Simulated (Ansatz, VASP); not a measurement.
# One calculation of CdI2, two programs

```
CELL_PARAMETERS angstrom
4.14083 0.00000 0.00000
-2.07042 3.58607 0.00000
0.00000 0.00000 7.02746
ATOMIC_POSITIONS crystal
Cd 0.00000 0.00000 0.00000
I 0.33333 0.66667 0.25140
I 0.66667 0.33333 0.74860
```

Change from the starting cell: epitaxial_xy strain -2.5%.

Alike in both runs: task single point; functional PBE; k mesh 12 × 12 × 4; occupations fermi-dirac, width 0.02 eV; no spin polarisation.

|  | VASP | Ansatz |
| --- | --- | --- |
| version | VASP 6.6.1 | Ansatz 0.2.0 |
| potentials or method | VASP PAW PBE potentials, release 64 (Cd, I) | plane waves, PAW |
| plane-wave cutoff (eV) | 500 | 420 |
| valence electrons in the cell | 26 | 54 |

```csv
,VASP,Ansatz,Ansatz less VASP
gap on the k mesh at the Fermi level (eV),2.18,2.19,+0.006
pressure (GPa),2.8,2.6,-0.14
"traceless stress, the component that is largest in VASP (GPa)",-0.96,-0.96,0.000
rms of the force components (eV/Å),0.047,0.036,-0.0110
```

Atom by atom the forces differ by 0.011 eV/Å (rms over components). VASP's potentials hold 26 valence electrons a cell and Ansatz's 54, so a difference there can come from the potentials and not from the codes.

Neither program's run includes spin-orbit coupling.
